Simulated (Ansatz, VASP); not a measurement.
## Ge in VASP and in Ansatz

```
Ge
1.0
     6.41323    0.00000    0.00000
    -3.20661    5.55402    0.00000
     0.00000    0.00000    6.70847
Ge
9
Direct
  0.00806 0.38160 0.35386
  0.61840 0.62646 0.68720
  0.37354 0.99194 0.02053
  0.61840 0.99194 0.31280
  0.37354 0.38160 0.97947
  0.00806 0.62646 0.64614
  0.46377 0.53623 0.33333
  0.46377 0.92755 0.66667
  0.07245 0.53623 0.00000
```

Alike in both runs: functional PBE; k mesh 6 × 6 × 6; occupations gaussian, width 0.1 eV; no spin polarisation.

Ansatz relaxed the structure, and its values are those at the end. VASP's run is a single point on that final structure, the one shown.

```csv
,VASP,Ansatz
version,VASP 6.6.1,Ansatz 0.2.0
potentials or method,"VASP PAW PBE potentials, release 64 (Ge_d), cutoff 520 eV","scalar-relativistic, plane waves, PAW"
valence electrons in the cell,126,126
```

Ansatz gave:

| Property | Result |
| --- | --- |
| gap on the k mesh at the Fermi level (eV) | none |
| pressure (GPa) | 0.0 |

Q: Estimate VASP's values.

A: gap on the k mesh at the Fermi level (eV): none; pressure (GPa): -0.1.

A gap of «none» marks a metal or a gap that the smearing closes.
